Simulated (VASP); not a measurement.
# Zr in VASP: a series of runs, part 2 of 2

VASP 6.6.1. Earlier steps stand in the parts before.

### Step 4. Single point, PBE (equal xy, yz and zx shear strains of -1 %)

File INCAR:

```
SYSTEM = Zr
PREC = Accurate ; ENCUT = 520
EDIFF = 1E-6 ; ISMEAR = -1
SIGMA = 0.08 ; LREAL = .False.
LASPH = .True. ; NELM = 100
ALGO = Normal ; ISIF = 2
LWAVE = .False. ; LCHARG = .False.
GGA = PE ; NBANDS = 19
```

File KPOINTS:

```
regular mesh
0
Gamma
  13 13 7
  0 0 0
```

File POSCAR:

```
Zr
1.0
    3.2319982225     -0.0161599911     -0.0161599911
   -1.6299940740      2.8070725612     -0.0059149673
   -0.0257350000     -0.0257350000      5.1470000000
Zr
2
Direct
    0.3333333333      0.6666666667      0.2500000000
    0.6666666667      0.3333333333      0.7500000000
```

Potentials or basis: VASP PAW PBE potentials, release 64 (Zr_sv).

On the command line:

```
cat potpaw_PBE.64/Zr_sv/POTCAR > POTCAR
mpirun -np 1 vasp_std > vasp.out
```

OUTCAR:

```text
SYSTEM = Zr
   PREC = Accurate
   ENCUT = 520
   EDIFF = 1E-6
   ISMEAR = -1
   LREAL = .False.
   LASPH = .True.
   NELM = 100
   ISIF = 2
   GGA = PE

 ion  position               nearest neighbor table
   1  0.333  0.667  0.250-   2 3.15   2 3.16   2 3.18   2 3.19   2 3.19   2 3.19
   2  0.667  0.333  0.750-   1 3.15   1 3.16   1 3.18   1 3.19   1 3.19   1 3.19

  LATTYP: Found a triclinic cell.
 ALAT       =     3.2180891177
 B/A-ratio  =     1.0043472705
 C/A-ratio  =     1.5994363379
 COS(alpha) =     0.0099745013
 COS(beta)  =     0.0136846555
 COS(gamma) =     0.4934979113

  Lattice vectors:

 A1 = (   1.6020041485,   2.7909125701,  -0.0220749584)
 A2 = (   3.2319982225,  -0.0161599911,  -0.0161599911)
 A3 = (   0.0257350000,   0.0257350000,  -5.1470000000)

Analysis of symmetry for initial positions (statically):
=====================================================================
 Subroutine PRICEL returns:
 Original cell was already a primitive cell.

 Routine SETGRP: Setting up the symmetry group for a
 triclinic supercell.

 Subroutine GETGRP returns: Found  2 space group operations
 (whereof  2 operations were pure point group operations)
 out of a pool of  2 trial point group operations.

The static configuration has the point symmetry S_2 .

Analysis of symmetry for dynamics (positions and initial velocities):
=====================================================================
 Subroutine PRICEL returns:
 Original cell was already a primitive cell.

 Routine SETGRP: Setting up the symmetry group for a
 triclinic supercell.

 Subroutine GETGRP returns: Found  2 space group operations
 (whereof  2 operations were pure point group operations)
 out of a pool of  2 trial point group operations.

The dynamic configuration has the point symmetry S_2 .

[... 98 lines left out ...]
   EDIFF  = 0.1E-05   stopping-criterion for ELM
   LREAL  =      F    real-space projection
   EDIFFG = 0.1E-04   stopping-criterion for IOM
   NSW    =      0    number of steps for IOM
   IBRION =     -1    ionic relax: 0-MD 1-quasi-New 2-CG
   NFREE  =      0    steps in history (QN), initial steepest desc. (CG)
   ISIF   =      2    stress and relaxation
   ISYM   =      2    0-nonsym 1-usesym 2-fastsym
   POTIM  = 0.5000    time-step for ionic-motion
   TEBEG  =    0.0;   TEEND  =   0.0 temperature during run
   PSTRESS=    0.0 pullay stress
   NELECT =      24.0000    total number of electrons
   NUPDOWN=      -1.0000    fix difference up-down
   EMIN   =  10.00;   EMAX   =-10.00  energy-range for DOS
   EFERMI =   0.00;   METHOD = LEGACY
   ISMEAR =    -1;   SIGMA  =   0.08  broadening in eV -4-tet -1-fermi 0-gaus
   EFERMI_NEDOS =   21; number of points for ismear=-14 and -15
   IALGO  =     38    algorithm
   IMIX   =      4    mixing-type and parameters
     AMIX     =   0.40;   BMIX     =  1.00
     AMIX_MAG =   1.60;   BMIX_MAG =  1.00
  volume/ion in A,a.u.               =      23.28       157.09
  Fermi-wavevector in a.u.,A,eV,Ry     =   1.312645  2.480538 23.443323  1.723036
  Thomas-Fermi vector in A             =   2.443022
   LORBIT       =      0    0 simple, 1 ext, 2 COOP (PROOUT), +10 PAW based schemes
   GGA     = PE    functional components
[... 5 lines left out ...]
 non-spin polarized calculation
  energy-cutoff  :      520.00
  volume of cell :       46.56
 maximum number of plane-waves:      1277
   NGX = 13   NGY = 13   NGZ = 19

 number of electron      24.0000000 magnetization

 Free energy of the ion-electron system (eV)
  ---------------------------------------------------
  ext. energy  EPLUGINS =         0.00000000
  ---------------------------------------------------
  free energy    TOTEN  =       -17.05991385 eV

  energy without entropy =      -17.01508711  energy(sigma->0) =      -17.03750048

 E-fermi :   8.9851     XC(G=0): -11.0822

 val. band max:        8.9840022582   @ k =  -0.4615  -0.2308   0.2857
 cond. band min:       8.9862271155   @ k =  -0.3846  -0.3077   0.2857
 fundamental gap:      0.0022248573
 Fermi energy:         8.9851205368

 k-point     1 :       0.0000    0.0000    0.0000
  band No.  band energies     occupation
      1     -39.8409      2.00000
      2     -39.6862      2.00000
      3     -18.3631      2.00000
      4     -17.5018      2.00000
      5     -17.4895      2.00000
      6     -17.3605      2.00000
[... 505 lines left out ...]
      6     -17.6579      2.00000
[... 11 lines left out ...]
     18      13.4357      0.00000
     19      13.9397      0.00000

 [... further k-points ...]
[... 5 lines left out ...]
  --------------------------------------------------------------------------------------
  -------------------------------------------------------------------------------------
  Total        0.0876303      0.0900568      0.2817578      0.1381876      0.0755497      0.0756979
  in kB        3.0155780      3.0990800      9.6959911      4.7553817      2.5998528      2.6049557
  external PRESSURE =       5.2702164 kB  Pullay stress =       0.0000000 kB

 VOLUME and BASIS-vectors are now :
 -----------------------------------------------------------------------------
  energy-cutoff  :      520.00
  volume of cell :       46.56
      direct lattice vectors                 reciprocal lattice vectors
     3.231998223 -0.016159991 -0.016159991     0.310319372  0.180199561  0.002452595
    -1.629994074  2.807072561 -0.005914967     0.001795424  0.357289357  0.001795424
    -0.025735000 -0.025735000  5.147000000     0.000976370  0.000976370  0.194297698

 POSITION                                       TOTAL-FORCE (eV/Angst)
 -----------------------------------------------------------------------------------
     -0.01576      1.85956      1.27742         0.020868      0.000439      0.001465
      1.59203      0.90562      3.84751        -0.020868     -0.000439     -0.001465
 -----------------------------------------------------------------------------------
    total drift:                               -0.000000      0.000000     -0.000000

  FREE ENERGIE OF THE ION-ELECTRON SYSTEM (eV)
  ---------------------------------------------------
  free  energy   TOTEN  =       -17.0599138480 eV

  energy  without entropy=      -17.0150871118  energy(sigma->0) =      -17.03750048
```

OSZICAR:

```text
N       E                     dE             d eps       ncg     rms          rms(c)
DAV:   1     0.214934293039E+03    0.21493E+03   -0.13256E+04 22536   0.125E+03
DAV:   2    -0.166450572967E+01   -0.21660E+03   -0.21243E+03 26023   0.367E+02
DAV:   3    -0.173572038673E+02   -0.15693E+02   -0.15543E+02 40638   0.715E+01
DAV:   4    -0.177551595535E+02   -0.39796E+00   -0.39751E+00 26518   0.117E+01
DAV:   5    -0.177676411000E+02   -0.12482E-01   -0.12479E-01 33479   0.143E+00    0.143E+01
DAV:   6    -0.171700277155E+02    0.59761E+00   -0.93171E-01 24673   0.730E+00    0.564E+00
DAV:   7    -0.170536272279E+02    0.11640E+00   -0.59341E-01 31405   0.511E+00    0.112E+00
DAV:   8    -0.170598476678E+02   -0.62204E-02   -0.40624E-02 29698   0.148E+00    0.246E-01
DAV:   9    -0.170599577796E+02   -0.11011E-03   -0.14671E-03 29245   0.336E-01    0.328E-02
DAV:  10    -0.170599140930E+02    0.43687E-04   -0.35960E-05 29496   0.359E-02    0.230E-02
DAV:  11    -0.170599138480E+02    0.24498E-06   -0.91912E-06 25224   0.329E-02
   1 F= -.17059914E+02 E0= -.17037500E+02  d E =-.448267E-01
```

It took 2.1 min on 1 thread of Intel Xeon 6975P-C (Granite Rapids), shared host; peak memory 0.49 GiB.

What came out:

```yaml
Free_energy: -17.0599 eV
Pressure: 0.5 GPa
Largest_force: 0.021 eV/Å
Band_gap_on_the_k_mesh: zero (band 12 reaches 9.94 eV, above the bottom of band 13 at 8.74 eV)
```

Forces on the atoms (eV/Å):
```
Zr   0.021  0.000  0.001
Zr  -0.021  0.000 -0.001
```

Stress tensor (GPa, compression positive):
```
0.30 0.48 0.26
0.48 0.31 0.26
0.26 0.26 0.97
```

Caveat: the cell differs from its parent crystal (equal xy, yz and zx shear strains of -1 %).

### Step 5. Single point, PBE (equal xy, yz and zx shear strains of +1 %)

File INCAR:

```
PREC = Accurate
ENCUT = 520
EDIFF = 1E-7
ISMEAR = -1
SIGMA = 0.08
LREAL = F
LASPH = T
NELM = 100
ALGO = Normal
ISIF = 2
LWAVE = F
LCHARG = F
GGA = PE
NBANDS = 19
```

File KPOINTS:

```
Automatic mesh
0
Gamma
  13 13 7
```

File POSCAR:

```
Zr
1.0
    3.2319982225      0.0161599911      0.0161599911
   -1.6020041484      2.7909125700      0.0059149673
    0.0257350000      0.0257350000      5.1470000000
Zr
2
Direct
    0.3333333333      0.6666666667      0.2500000000
    0.6666666667      0.3333333333      0.7500000000
```

On the command line:

```
cat potpaw_PBE.64/Zr_sv/POTCAR > POTCAR
mpirun -np 1 vasp_std > vasp.out
```

Wall time 2.3 min (1 thread of Intel Xeon 6975P-C (Granite Rapids), shared host); peak memory 0.49 GiB.

Results (log left out):

- Free energy: -17.0600 eV
- Pressure: 0.5 GPa
- Largest force: 0.019 eV/Å
- Band gap on the k mesh: zero (band 12 reaches 9.94 eV, above the bottom of band 13 at 8.73 eV)

Forces on the atoms (eV/Å):
```
Zr  -0.019  0.000  0.001
Zr   0.019  0.000 -0.001
```

Stress tensor (GPa, compression positive):
```
 0.27 -0.46 -0.24
-0.46  0.28 -0.24
-0.24 -0.24  0.94
```

Levels at points of the mesh, in eV from the Fermi level:
| k point | band 8 | band 9 | band 10 | band 11 | band 12 | band 13 | band 14 | band 15 | band 16 | band 17 |
| --- | --- | --- | --- | --- | --- | --- | --- | --- | --- | --- |
| (0.00, 0.00, 0.00) | -26.33 | -5.65 | -3.02 | 0.79 | 0.96 | 1.02 | 1.18 | 1.49 | 1.64 | 2.13 |

Caveat: the cell differs from its parent crystal (equal xy, yz and zx shear strains of +1 %).

### Step 6. Single point, PBE (zz strain of -3 %)

File INCAR:

```
SYSTEM = Zr
PREC = Accurate
ENCUT = 520
EDIFF = 1E-6
ISMEAR = -1
SIGMA = 0.08
LREAL = .FALSE.
LASPH = .TRUE.
NELM = 100
ALGO = Normal
ISIF = 2
LWAVE = .FALSE.
LCHARG = .TRUE.
GGA = PE
LELF = .TRUE.
LVHAR = .TRUE.
NBANDS = 19
```

File KPOINTS:

```
Automatic mesh
0
G
  13 13 7
  0 0 0
```

File POSCAR:

```
Zr
1.0
    3.2319982225      0.0000000000      0.0000000000
   -1.6159991112      2.7989925656      0.0000000000
    0.0000000000      0.0000000000      4.9925900000
Zr
2
Direct
    0.3333333333      0.6666666667      0.2500000000
    0.6666666667      0.3333333333      0.7500000000
```

Potentials or basis: VASP PAW PBE potentials, release 64 (Zr_sv).

On the command line:

```
cat potpaw_PBE.64/Zr_sv/POTCAR > POTCAR
mpirun -np 1 vasp_std > vasp.out
```

Wall time 53 s (1 thread of Intel Xeon Platinum 8259CL at 2.50GHz (Skylake/Cascade Lake), shared host); peak memory 0.19 GiB.

The run converged. Its results:

```yaml
Free_energy: -17.0296 eV
Pressure: 3.7 GPa
Band_gap_on_the_k_mesh: zero (band 12 reaches 10.30 eV, above the bottom of band 13 at 9.12 eV)
```

Stress tensor (GPa, compression positive):
```
2.45 0.00 0.00
0.00 2.45 0.00
0.00 0.00 6.34
```

Levels at points of the mesh, in eV from the Fermi level:
```tsv
k point	band 9	band 10	band 11	band 12	band 13	band 14	band 15	band 16
(0.00, 0.00, 0.00)	-5.71	-3.12	0.80	0.80	1.29	1.55	1.60	1.60
```

Caveat: the cell differs from its parent crystal (zz strain of -3 %).

### Step 7. The runs side by side

```tsv
cell	gap on the mesh (eV)	pressure (GPa)	largest force (eV/Å)
a = 3.253, b = 3.253, c = 5.181 Å, angles 90.0, 90.0, 120.0°, 2 atoms	none	-1.3	-
a = 3.295, b = 3.295, c = 5.248 Å, angles 90.0, 90.0, 120.0°, 2 atoms	none	-4.5	-
a = 3.232, b = 3.246, c = 5.147 Å, angles 90.2, 90.6, 120.4°, 2 atoms	none	0.5	0.02
a = 3.232, b = 3.218, c = 5.147 Å, angles 89.8, 89.4, 119.6°, 2 atoms	none	0.5	0.02
a = 3.232, b = 3.232, c = 4.993 Å, angles 90.0, 90.0, 120.0°, 2 atoms	none	3.7	-
```

Alike in all rows: task single point; level PBE; potentials or basis VASP PAW PBE potentials, release 64 (Zr_sv); no spin polarisation; k mesh 13 × 13 × 7; cutoff (eV) 520; smearing fermi-dirac 0.08 eV.

Absolute energies hang on the potentials; compare differences alone.
